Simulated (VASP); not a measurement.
Crystal: YN.

```xyz
2
Lattice="0.0000 2.4385 2.4385 2.4385 0.0000 2.4385 2.4385 2.4385 0.0000" Properties=species:S:1:pos:R:3 pbc="T T T"
Y     0.0000    0.0000    0.0000
N     2.4385    2.4385    2.4385
```

Base run:

- Program: VASP 6.6.1
- Functional: PBE
- Potentials or basis: VASP PAW PBE potentials, release 64 (Y_sv, N)
- Cutoff: 600 eV
- k mesh: 9 × 9 × 9
- Occupations: fermi-dirac, width 0.03 eV
- Spin: no spin polarisation

Its results: band gap on the k mesh 0.24 eV, indirect (least direct gap 0.64 eV); pressure 2.7 GPa.

Problem. The run is repeated on the same cell with these changes: functional from PBE to r2SCAN; cutoff from 600 eV to 660 eV. What comes out?

Solution. Band gap on the k mesh 0.64 eV, indirect (least direct gap 1.05 eV); pressure 1.7 GPa.

r2SCAN gives the wider gap, since meta-GGAs in the generalised Kohn-Sham scheme recover part of the derivative discontinuity.

Caveats: the PAW data sets were made with another functional, which shifts forces and pressure a little (some runs).

A k mesh can miss the band edges.
